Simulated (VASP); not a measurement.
Set up this calculation in VASP 6.6.1, as the native input.

- Task: single point
- Functional: PBE
- Potentials or basis: VASP PAW PBE potentials, release 64 (Rb_sv, Br)
- Cutoff: 520 eV
- k mesh: 6 × 6 × 6
- Occupations: fermi-dirac, width 0.02 eV
- Spin: no spin polarisation
- Dipole correction: no
- Further INCAR settings: ALGO = Normal; EDIFF = 1e-07; NBANDS = 15

The structure of RbBr lies in POSCAR:

```
RbBr
1.0
    4.1279266522      0.0336426022      0.0000000000
    0.0336426022      4.1279266522      0.0000000000
    0.0000000000      0.0000000000      4.1279266522
Rb Br
1 1
Direct
    0.0000000000      0.0000000000      0.0000000000
    0.5000000000      0.5000000000      0.5000000000
```

This cell differs from its parent crystal: shear xy strain +1.6%.

The input as run:

INCAR

```
ALGO = Normal ; EDIFF = 1E-7
ENCUT = 520 ; GGA = PE
ISIF = 2 ; ISMEAR = -1
LASPH = True ; LCHARG = False
LREAL = False ; LWAVE = False
NBANDS = 15 ; NELM = 80
PREC = Accurate ; SIGMA = 0.02
```

KPOINTS

```
k-points
0
Gamma
  6 6 6
```

Potentials or basis: VASP PAW PBE potentials, release 64 (Rb_sv, Br).

Command:

```sh
$ cat potpaw_PBE.64/Rb_sv/POTCAR potpaw_PBE.64/Br/POTCAR > POTCAR
$ mpirun -np 1 vasp_std > vasp.out
```

Results of the run:

```json
{
 "Pressure": "0.8 GPa",
 "Band gap on the k mesh": "4.08 eV (least direct gap 4.23 eV)"
}
```

Caveat: the cell differs from its parent crystal (shear xy strain +1.6%).

Run time: 19 s on 1 thread of Intel(R) Xeon(R) Platinum 8488C (Sapphire Rapids), on a shared host, peak memory 0.2 GiB.
